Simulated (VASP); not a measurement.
W: single point with r2SCAN

Crystal: W.

```
W
1.0
    -1.56822    1.56822    1.56822
     1.56822   -1.56822    1.56822
     1.56822    1.56822   -1.56822
W
1
Direct
  0.00000 0.00000 0.00000
```

```
Program                : VASP 6.6.1
Task                   : single point
Functional             : r2SCAN
Potentials or basis    : VASP PAW PBE potentials, release 64 (W_sv)
Cutoff                 : 520 eV
k mesh                 : 18 × 18 × 18
Occupations            : gaussian, width 0.1 eV
Spin                   : no spin polarisation
Dipole correction      : no
Further INCAR settings : ALGO = Normal; EDIFF = 1e-07; NBANDS = 13
```

* Pressure: 11.8 GPa
* Band gap on the k mesh: zero (bands 7 and 8 overlap by 6.87 eV)

Levels at points of the mesh, in eV from the Fermi level:
| k point | band 5 | band 6 | band 7 | band 8 | band 9 | band 10 |
| --- | --- | --- | --- | --- | --- | --- |
| (0.00, 0.00, 0.00) | -10.27 | -1.32 | -1.32 | -1.32 | 2.63 | 2.63 |
| (0.50, 0.00, 0.00) | -6.74 | -3.88 | 0.64 | 2.49 | 3.58 | 6.60 |
| (0.50, 0.50, 0.50) | -6.25 | -6.25 | 5.55 | 5.55 | 5.55 | 8.79 |

Wall time 3.2 min on 1 thread of Intel Xeon 8259CL, with other jobs on the host, peak memory 0.16 GiB.

Caveat: the cell stands under pressure; the PAW data sets were made with another functional, which shifts forces and pressure a little; spin-orbit coupling is left out, which moves the levels of the heavy elements.
